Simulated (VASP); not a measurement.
Here is a VASP 6.6.1 calculation.

File INCAR:

```
  PREC = Accurate
  ENCUT = 520
  EDIFF = 1E-7
  ISMEAR = 0
  SIGMA = 0.1
  LREAL = False
  LASPH = True
  NELM = 80
  ALGO = Normal
  ISIF = 2
  LWAVE = False
  LCHARG = False
  GGA = PE
  NBANDS = 31
```

The input KPOINTS:

```
Automatic mesh
0
Gamma
  8 8 8
```

The input POSCAR:

```
Ga2BSb3
1.0
    5.4454032156      0.0000000000      0.0000000000
    0.0000000000      5.4454032156      0.0000000000
    0.0000000000      0.0000000000      5.6192427892
Ga B Sb
2 1 3
Direct
    0.0000000000      0.5000000000      0.0000000000
    0.5000000000      0.0000000000      0.0000000000
    0.5000000000      0.5000000000      0.5000000000
    0.0000000000      0.0000000000      0.7444243560
    0.0000000000      0.0000000000      0.2555756440
    0.5000000000      0.5000000000      0.0000000000
```

Potentials or basis: VASP PAW PBE potentials, release 64 (Ga_d, B, Sb).

Command:

```console
$ cat potpaw_PBE.64/Ga_d/POTCAR potpaw_PBE.64/B/POTCAR potpaw_PBE.64/Sb/POTCAR > POTCAR
$ mpirun -np 1 vasp_std > vasp.out
```

**Question.** Estimate the pressure.

**Answer.** 0.0 GPa.

**Question.** What does it give for the band gap on the k mesh?

**Answer.** Zero (bands 22 and 23 overlap by 1.91 eV).

Stress tensor (GPa, compression positive):
```
-0.01  0.00  0.00
 0.00 -0.01  0.00
 0.00  0.00  0.07
```

Caveat: spin-orbit coupling is left out, which moves the levels of the heavy elements.
